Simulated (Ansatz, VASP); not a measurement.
## CsSnI3: VASP beside Ansatz

```
Cs Sn I
1.0
     5.26746    3.04117    4.52630
    -5.26746    3.04117    4.52630
     0.00000   -6.08234    4.52630
Cs Sn I
1 1 3
Direct
  0.54188 0.54188 0.54188
  0.87604 0.87604 0.87604
  0.62701 0.03296 0.62701
  0.62701 0.62701 0.03296
  0.03296 0.62701 0.62701
```

Alike in both runs: functional PBE; k mesh 3 × 3 × 3; occupations gaussian, width 0.1 eV; no spin polarisation.

Ansatz relaxed the structure, and its values are those at the end. VASP's run is a single point on that final structure, the one shown.

|  | VASP | Ansatz |
| --- | --- | --- |
| version | VASP 6.6.1 | Ansatz 0.2.0 |
| potentials or method | VASP PAW PBE potentials, release 64 (Cs_sv, Sn_d, I), cutoff 520 eV | scalar-relativistic, plane waves, PAW |
| valence electrons in the cell | 44 | 74 |

|  | VASP | Ansatz | Ansatz less VASP |
| --- | --- | --- | --- |
| gap on the k mesh at the Fermi level (eV) | 3.32 | 3.34 | +0.020 |
| least direct gap on the mesh (eV) | 3.38 | 3.40 | +0.022 |
| pressure (GPa) | 0.0 | 0.0 | -0.01 |
| rms of the force components (eV/Å) | 0.013 | 0.010 | -0.0028 |

The functional is the same, so the differences come from potentials, cutoffs and numerics. VASP's potentials hold 44 valence electrons a cell and Ansatz's 74, so a difference there can come from the potentials and not from the codes.

Spin-orbit coupling is off throughout.
